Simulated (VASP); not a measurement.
Write the native input for VASP 6.6.1 that does the following.

```
Task                   : single point
Functional             : PBE
Potentials or basis    : VASP PAW PBE potentials, release 64 (K_sv, Te, Cl)
Cutoff                 : 520 eV
k mesh                 : 6 × 6 × 4
Occupations            : gaussian, width 0.1 eV
Spin                   : no spin polarisation
Dipole correction      : no
Further INCAR settings : ALGO = Normal; EDIFF = 1e-06; NBANDS = 22
```

The structure of KTe2Cl lies in POSCAR:

```
KTe2Cl
1.0
    5.5432075300      0.0000000000      0.0000000000
   -2.7716037700      4.8005585400      0.0000000000
    0.0000000000      0.0000000000      5.0880565600
K Te Cl
1 2 1
Direct
    0.0000000000      0.0000000000      0.5000000000
    0.3333333300      0.6666666700      0.5000000000
    0.6666666700      0.3333333300      0.5000000000
    0.0000000000      0.0000000000      0.0000000000
```

The input as run:

INCAR

```
SYSTEM = KTe2Cl
ALGO = Normal
EDIFF = 1E-6
ENCUT = 520
GGA = PE
ISIF = 2
ISMEAR = 0
LASPH = .True.
LCHARG = .False.
LREAL = .False.
LWAVE = .False.
NBANDS = 22
NELM = 80
PREC = Accurate
SIGMA = 0.1
```

KPOINTS

```
k-points
0
Gamma
  6 6 4
  0 0 0
```

Potentials or basis: VASP PAW PBE potentials, release 64 (K_sv, Te, Cl).

Command:

```sh
$ cat potpaw_PBE.64/K_sv/POTCAR potpaw_PBE.64/Te/POTCAR potpaw_PBE.64/Cl/POTCAR > POTCAR
$ mpirun -np 1 vasp_std > vasp.out
```

It gave:

```yaml
Pressure: 5.6 GPa
Band_gap_on_the_k_mesh: zero (band 14 reaches 2.69 eV, above the bottom of band 15 at 1.42 eV)
```

Caveat: spin-orbit coupling is left out, which moves the levels of the heavy elements.

Run time: 56 s on 1 thread of Intel(R) Xeon(R) Platinum 8488C (Sapphire Rapids) (shared host), peak memory 0.27 GiB.
